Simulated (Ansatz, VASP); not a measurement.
# One calculation of SbO5, two programs

```
CELL_PARAMETERS angstrom
4.86898 0.00000 0.00000
-2.43449 4.21666 0.00000
0.00000 0.00000 4.00724
ATOMIC_POSITIONS crystal
Sb 0.00000 0.00000 0.00000
O 0.00000 0.50000 0.50000
O 0.50000 0.50000 0.50000
O 0.33333 0.66667 0.00000
O 0.50000 0.00000 0.50000
O 0.66667 0.33333 0.00000
```

Change from the starting cell: species swapped into the GdRh5 type (P6/mmm, No. 191).

Alike in both runs: task single point; functional PBE; k mesh 6 × 6 × 4; occupations gaussian, width 0.1 eV; no spin polarisation.

```csv
,VASP,Ansatz
version,VASP 6.6.1,Ansatz 0.2.0
potentials or method,"VASP PAW PBE potentials, release 64 (Sb, O), cutoff 520 eV","scalar-relativistic, plane waves, PAW"
valence electrons in the cell,35,45
```

|  | VASP | Ansatz | Ansatz less VASP |
| --- | --- | --- | --- |
| gap on the k mesh at the Fermi level (eV) | none | none | - |
| pressure (GPa) | -21.6 | -21.3 | +0.34 |
| traceless stress, the component that is largest in VASP (GPa) | 6.78 | 6.79 | +0.009 |

A gap of «none» marks a metal or a gap that the smearing closes. With one functional, cell and mesh, what is left measures potentials, basis and numerics. VASP's potentials hold 35 valence electrons a cell and Ansatz's 45, so a difference there can come from the potentials and not from the codes.

The k mesh is coarse, so the values compare programs but aren't converged. Spin-orbit coupling is off throughout.
